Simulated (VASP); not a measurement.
# Ta (P6_3/mmc) in VASP: further runs

Ta is run at these levels: LDA; tasks: single point, relaxation of cell and atoms.

Everything below comes from runs of VASP 6.6.1. Logs are shortened: lines on timing, memory, paths and dates and some standing lists are left out, and cuts for length are marked.

**1. The cell of the first run**

Symmetry: P6_3/mmc, No. 194, hexagonal system. The conventional cell has a = 2.839 Å, b = 2.839 Å, c = 5.066 Å, α = 90.00°, β = 90.00°, γ = 120.00°. Within 3.7 Å of Ta (site symmetry -6m2) lie 12 Ta at 2.84 to 3.02 Å.

This isn't the form of Ta at room conditions, which is bcc.

**2. Single point, LDA**

File INCAR:

```
SYSTEM = Ta
  PREC = Accurate
  ENCUT = 520
  EDIFF = 1E-6
  ISMEAR = 0
  SIGMA = 0.1
  LREAL = .FALSE.
  LASPH = .TRUE.
  NELM = 60
  ALGO = Normal
  ISIF = 2
  LWAVE = .FALSE.
  LCHARG = .FALSE.
  GGA = CA
  NBANDS = 18
```

File KPOINTS:

```
Automatic mesh
0
G
  18 18 8
  0 0 0
```

File POSCAR:

```
Ta
1.0
    2.8385205513      0.0000000000      0.0000000000
   -1.4192602757      2.4582309066      0.0000000000
    0.0000000000      0.0000000000      5.0658835747
Ta
2
Direct
    0.6666666667      0.3333333333      0.7500000000
    0.3333333333      0.6666666667      0.2500000000
```

Potentials or basis: VASP PAW LDA potentials, release 64 (Ta_pv).

Command:

```console
cat potpaw_LDA.64/Ta_pv/POTCAR > POTCAR
mpirun -np 1 vasp_std > vasp.out
```

OUTCAR:

```text
SYSTEM = Ta
   PREC = Accurate
   ENCUT = 520
   EDIFF = 1E-6
   ISMEAR = 0
   LREAL = .FALSE.
   LASPH = .TRUE.
   NELM = 60
   ISIF = 2
   GGA = CA

 ion  position               nearest neighbor table
   1  0.667  0.333  0.750-   2 3.02   2 3.02   2 3.02   2 3.02   2 3.02   2 3.02
   2  0.333  0.667  0.250-   1 3.02   1 3.02   1 3.02   1 3.02   1 3.02   1 3.02

  LATTYP: Found a hexagonal cell.
 ALAT       =     2.8385205513
 C/A-ratio  =     1.7846915261

  Lattice vectors:

 A1 = (   2.8385205513,   0.0000000000,   0.0000000000)
 A2 = (  -1.4192602757,   2.4582309066,   0.0000000000)
 A3 = (   0.0000000000,   0.0000000000,   5.0658835747)

Analysis of symmetry for initial positions (statically):
=====================================================================
 Subroutine PRICEL returns:
 Original cell was already a primitive cell.

 Routine SETGRP: Setting up the symmetry group for a
 hexagonal supercell.

 Subroutine GETGRP returns: Found 24 space group operations
 (whereof 12 operations were pure point group operations)
 out of a pool of 24 trial point group operations.

The static configuration has the point symmetry D_3d.
 The point group associated with its full space group is D_6h.

Analysis of symmetry for dynamics (positions and initial velocities):
=====================================================================
 Subroutine PRICEL returns:
 Original cell was already a primitive cell.

 Routine SETGRP: Setting up the symmetry group for a
 hexagonal supercell.

 Subroutine GETGRP returns: Found 24 space group operations
 (whereof 12 operations were pure point group operations)
 out of a pool of 24 trial point group operations.

The dynamic configuration has the point symmetry D_3d.
 The point group associated with its full space group is D_6h.

 Subroutine INISYM returns: Found 24 space group operations
 (whereof 12 operations are pure point group operations),
 and found     1 'primitive' translations

----------------------------------------------------------------------------------------

                                     Primitive cell

  volume of cell :      35.3484

  direct lattice vectors                    reciprocal lattice vectors
     2.838520551  0.000000000  0.000000000     0.352296199  0.203398305  0.000000000
    -1.419260276  2.458230907  0.000000000     0.000000000  0.406796610  0.000000000
     0.000000000  0.000000000  5.065883575     0.000000000  0.000000000  0.197398931

  length of vectors
     2.838520551  2.838520551  5.065883575     0.406796610  0.406796610  0.197398931

  position of ions in fractional coordinates (direct lattice)
     0.666666667  0.333333333  0.750000000
     0.333333333  0.666666667  0.250000000

  ion indices of the primitive-cell ions
   primitive index   ion index
                 1           1
                 2           2

----------------------------------------------------------------------------------------

 KPOINTS: Automatic mesh

Automatic generation of k-mesh.
 Grid dimensions read from file:
 generate k-points for:   18   18    8

 Generating k-lattice:

  Cartesian coordinates                     Fractional coordinates (reciprocal lattice)
     0.019572011  0.011299906  0.000000000     0.055555556  0.000000000  0.000000000
     0.000000000  0.022599812  0.000000000     0.000000000  0.055555556  0.000000000
     0.000000000  0.000000000  0.024674866     0.000000000  0.000000000  0.125000000

  Length of vectors
     0.022599812  0.022599812  0.024674866

  Shift w.r.t. Gamma in fractional coordinates (k-lattice)
     0.000000000  0.000000000  0.000000000

 Subroutine IBZKPT returns following result:
 ===========================================

 Found    185 irreducible k-points:

 Following reciprocal coordinates:
            Coordinates               Weight
  0.000000  0.000000  0.000000      1.000000
  0.055556  0.000000  0.000000      6.000000
  0.111111  0.000000  0.000000      6.000000
  0.166667  0.000000  0.000000      6.000000
  0.222222  0.000000  0.000000      6.000000
  0.277778  0.000000  0.000000      6.000000
[... 16 lines left out ...]
  0.333333  0.111111  0.000000     12.000000
  0.388889  0.111111  0.000000     12.000000
 [... further k-points ...]
   k-points           NKPTS =    185   k-points in BZ     NKDIM =    185   number of bands    NBANDS=     18
   number of dos      NEDOS =    301   number of ions     NIONS =      2
   total plane-waves  NPLWV =  23040
   dimension x,y,z NGX =    24 NGY =   24 NGZ =   40
   dimension x,y,z NGXF=    48 NGYF=   48 NGZF=   80
   ions per type =               2
   NGX,Y,Z   is equivalent  to a cutoff of  14.06, 14.06, 13.13 a.u.
   NGXF,Y,Z  is equivalent  to a cutoff of  28.11, 28.11, 26.25 a.u.
 SYSTEM =  Ta
   PREC   = accura    normal or accurate (medium, high low for compatibility)
   ISTART =      0    job   : 0-new  1-cont  2-samecut
   ICHARG =      2    charge: 1-file 2-atom 10-const
   ISPIN  =      1    spin polarized calculation?
   LNONCOLLINEAR =      F non collinear calculations
   LSORBIT =      F    spin-orbit coupling
   LASPH  =      T    aspherical Exc in radial PAW
   ENCUT  =  520.0 eV  38.22 Ry    6.18 a.u.   5.28  5.28  9.42*2*pi/ulx,y,z
   NELM   =     60;   NELMIN=  2; NELMDL= -5     # of ELM steps
   EDIFF  = 0.1E-05   stopping-criterion for ELM
   LREAL  =      F    real-space projection
   EDIFFG = 0.1E-04   stopping-criterion for IOM
   NSW    =      0    number of steps for IOM
   IBRION =     -1    ionic relax: 0-MD 1-quasi-New 2-CG
   NFREE  =      0    steps in history (QN), initial steepest desc. (CG)
   ISIF   =      2    stress and relaxation
   ISYM   =      2    0-nonsym 1-usesym 2-fastsym
   POTIM  = 0.5000    time-step for ionic-motion
   TEBEG  =    0.0;   TEEND  =   0.0 temperature during run
   PSTRESS=    0.0 pullay stress
   NELECT =      22.0000    total number of electrons
   NUPDOWN=      -1.0000    fix difference up-down
   EMIN   =  10.00;   EMAX   =-10.00  energy-range for DOS
   EFERMI =   0.00;   METHOD = LEGACY
   ISMEAR =     0;   SIGMA  =   0.10  broadening in eV -4-tet -1-fermi 0-gaus
   EFERMI_NEDOS =   21; number of points for ismear=-14 and -15
   IALGO  =     38    algorithm
   IMIX   =      4    mixing-type and parameters
     AMIX     =   0.40;   BMIX     =  1.00
     AMIX_MAG =   1.60;   BMIX_MAG =  1.00
  volume/ion in A,a.u.               =      17.67       119.27
  Fermi-wavevector in a.u.,A,eV,Ry     =   1.397738  2.641342 26.581312  1.953671
  Thomas-Fermi vector in A             =   2.520965
   LORBIT       =      0    0 simple, 1 ext, 2 COOP (PROOUT), +10 PAW based schemes
   GGA     = CA    functional components
   LHFCALC =     F    Hartree Fock is set to
   AEXX    =    0.0000 exact exchange contribution
   IVDW    =     0    specifies the selected vdW correction
   LEPSILON=     F    determine dielectric tensor
   LRPA    =     F    only Hartree local field effects (RPA)
 non-spin polarized calculation
 Gauss-broadening in eV      SIGMA  =   0.10
  energy-cutoff  :      520.00
  volume of cell :       35.35
 maximum number of plane-waves:       972
 NGX is ok and might be reduce to    24
   NGX = 11   NGY = 11   NGZ = 19

 number of electron      21.9999998 magnetization

 Free energy of the ion-electron system (eV)
  ---------------------------------------------------
  ext. energy  EPLUGINS =         0.00000000
  ---------------------------------------------------
  free energy    TOTEN  =       -25.05005006 eV

  energy without entropy =      -25.03722253  energy(sigma->0) =      -25.04363630

 E-fermi :   5.9865     XC(G=0): -12.8798

 val. band max:        5.9863833842   @ k =   0.2222   0.2222   0.0000
 cond. band min:       5.9878702950   @ k =   0.2222   0.0556   0.3750
 fundamental gap:      0.0014869107
 Fermi energy:         5.9864825533

 k-point     1 :       0.0000    0.0000    0.0000
  band No.  band energies     occupation
      1     -28.4045      2.00000
      2     -27.3840      2.00000
      3     -27.2458      2.00000
      4     -27.2458      2.00000
      5     -27.1448      2.00000
      6     -27.1448      2.00000
[... 10 lines left out ...]
     17      11.4174      0.00000
     18      11.4174      0.00000

 k-point     2 :       0.0556    0.0000    0.0000
  band No.  band energies     occupation
      1     -28.3921      2.00000
      2     -27.3852      2.00000
      3     -27.2865      2.00000
      4     -27.2567      2.00000
      5     -27.1867      2.00000
      6     -27.1521      2.00000
[... 10 lines left out ...]
     17      11.4758      0.00000
     18      11.7209      0.00000

 k-point     3 :       0.1111    0.0000    0.0000
  band No.  band energies     occupation
      1     -28.3558      2.00000
      2     -27.4031      2.00000
      3     -27.3894      2.00000
      4     -27.3051      2.00000
      5     -27.2880      2.00000
      6     -27.1734      2.00000
[... 10 lines left out ...]
     17      11.6070      0.00000
     18      12.4380      0.00000

 k-point     4 :       0.1667    0.0000    0.0000
  band No.  band energies     occupation
      1     -28.2982      2.00000
      2     -27.5797      2.00000
      3     -27.4814      2.00000
      4     -27.3976      2.00000
      5     -27.3347      2.00000
      6     -27.2066      2.00000
[... 375 lines left out ...]
      4     -27.5677      2.00000
      5     -27.4700      2.00000
      6     -27.4190      2.00000
[... 10 lines left out ...]
     17      11.8101      0.00000
     18      14.6615      0.00000

 k-point    23 :       0.3333    0.1111    0.0000
  band No.  band energies     occupation
      1     -28.3516      2.00000
      2     -28.2307      2.00000
      3     -27.9375      2.00000
      4     -27.6262      2.00000
      5     -27.5062      2.00000
      6     -27.4620      2.00000
[... 10 lines left out ...]
     17      12.9657      0.00000
     18      15.2016      0.00000

 k-point    24 :       0.3889    0.1111    0.0000
  band No.  band energies     occupation
      1     -28.4460      2.00000
      2     -28.3115      2.00000
      3     -27.8711      2.00000
      4     -27.6640      2.00000
      5     -27.5414      2.00000
      6     -27.4900      2.00000
[... 10 lines left out ...]
     17      13.9214      0.00000
     18      15.7448      0.00000

 [... further k-points ...]
[... 5 lines left out ...]
  --------------------------------------------------------------------------------------
  -------------------------------------------------------------------------------------
  Total        0.1683907      0.1683907      0.1649149     -0.0000000      0.0000000      0.0000000
  in kB        7.6323578      7.6323578      7.4748154     -0.0000000      0.0000000      0.0000000
  external PRESSURE =       7.5798437 kB  Pullay stress =       0.0000000 kB

 VOLUME and BASIS-vectors are now :
 -----------------------------------------------------------------------------
  energy-cutoff  :      520.00
  volume of cell :       35.35
      direct lattice vectors                 reciprocal lattice vectors
     2.838520551  0.000000000  0.000000000     0.352296199  0.203398305  0.000000000
    -1.419260276  2.458230907  0.000000000     0.000000000  0.406796610  0.000000000
     0.000000000  0.000000000  5.065883575     0.000000000  0.000000000  0.197398931

 POSITION                                       TOTAL-FORCE (eV/Angst)
 -----------------------------------------------------------------------------------
      1.41926      0.81941      3.79941        -0.000000      0.000000      0.000000
     -0.00000      1.63882      1.26647         0.000000     -0.000000      0.000000
 -----------------------------------------------------------------------------------
    total drift:                               -0.000000      0.000000     -0.000000

  FREE ENERGIE OF THE ION-ELECTRON SYSTEM (eV)
  ---------------------------------------------------
  free  energy   TOTEN  =       -25.0500500642 eV

  energy  without entropy=      -25.0372225287  energy(sigma->0) =      -25.04363630
```

Wall time 26 s (1 thread of Intel Xeon 6975P-C (Granite Rapids), shared host); peak memory 0.21 GiB.

What came out:

```
Free energy            : -25.0501 eV
Pressure               : 0.8 GPa
Band gap on the k mesh : zero (bands 11 and 12 overlap by 2.65 eV)
```

Caveat: spin-orbit coupling is left out, which moves the levels of the heavy elements.

**3. Relaxation of cell and atoms, LDA**

This run uses another cell than the first one, of 17.54 Å³/atom.

File INCAR:

```
ALGO     = Fast           # electronic algorithm
EDIFF    = 1E-6           # SCF threshold, eV
EDIFFG   = -0.005         # ionic threshold
ENCUT    = 600            # plane-wave cutoff, eV
GGA      = CA             # functional
IBRION   = 2              # ionic algorithm
ISIF     = 3              # what is computed and relaxed
ISMEAR   = 0              # smearing method
LASPH    = True           # aspherical terms in the spheres
LCHARG   = False          # write CHGCAR
LREAL    = False          # projectors in reciprocal space
LWAVE    = False          # write WAVECAR
NELM     = 60             # most SCF steps
NSW      = 100            # ionic steps
PREC     = Accurate       # precision mode
SIGMA    = 0.1            # smearing width, eV
```

File KPOINTS:

```
k-points
0
Gamma
  18 18 8
```

File POSCAR:

```
Ta
1.0
    2.8249351714      0.0000000000      0.0000000000
   -1.4124675857      2.4464656225      0.0000000000
    0.0000000000      0.0000000000      5.0767226768
Ta
2
Direct
    0.6666666667      0.3333333333      0.7500000000
    0.3333333333      0.6666666667      0.2500000000
```

Potentials or basis: VASP PAW LDA potentials, release 64 (Ta_pv).

Command:

```console
cat potpaw_LDA.64/Ta_pv/POTCAR > POTCAR
mpirun -np 1 vasp_std > vasp.out
```

It took 1.9 min on 1 thread of Intel Xeon 6975P-C (Granite Rapids), shared host; peak memory 0.23 GiB.

The run converged. Its results:

- Free energy: -25.0505 eV
- Relaxed volume: 17.74 Å³/atom
- Relaxed cell: a = 2.842 Å, b = 2.842 Å, c = 5.073 Å, α = 90.00°, β = 90.00°, γ = 120.00°
- Space group after relaxing (to 0.1 Å): P6_3/mmc (No. 194)
- Energy gained by relaxing: 2.0 meV/atom
- Ionic steps: 5
- Pressure after relaxing: 0.0 GPa
- Band gap on the k mesh: zero (bands 11 and 12 overlap by 2.62 eV)

The path:
```
step  energy change (eV)  largest force (eV/Å)  pressure (GPa)  volume (Å³)
   1              0.0000                0.0000            2.54        35.09
   2              0.0152                0.0000           -5.74        36.52
   3             -0.0037                0.0000           -0.11        35.52
   4             -0.0039                0.0000           -0.04        35.49
   5             -0.0039                0.0000           -0.02        35.49
```

Final structure:
```
Ta
1.0
     2.84204    0.00000    0.00000
    -1.42102    2.46128    0.00000
     0.00000    0.00000    5.07329
Ta
2
Direct
  0.66667 0.33333 0.75000
  0.33333 0.66667 0.25000
```

Levels at points of the mesh, in eV from the Fermi level:
| k point | band 7 | band 8 | band 9 | band 10 | band 11 | band 12 | band 13 | band 14 | band 15 |
| --- | --- | --- | --- | --- | --- | --- | --- | --- | --- |
| (0.00, 0.00, 0.00) | -8.32 | -5.07 | -0.70 | 0.19 | 0.55 | 0.55 | 1.15 | 1.15 | 3.09 |
| (0.50, 0.00, 0.00) | -4.20 | -4.11 | -3.60 | -0.42 | -0.24 | 0.53 | 0.82 | 5.84 | 6.87 |
| (0.00, 0.00, 0.50) | -6.40 | -6.40 | -1.25 | -1.25 | 0.61 | 0.61 | 0.61 | 0.61 | 4.64 |
| (0.50, 0.00, 0.50) | -4.57 | -4.57 | -2.52 | -2.52 | 1.82 | 1.82 | 2.68 | 2.68 | 5.91 |

Caveat: spin-orbit coupling is left out, which moves the levels of the heavy elements.

(Continued in part 2 of 2.)
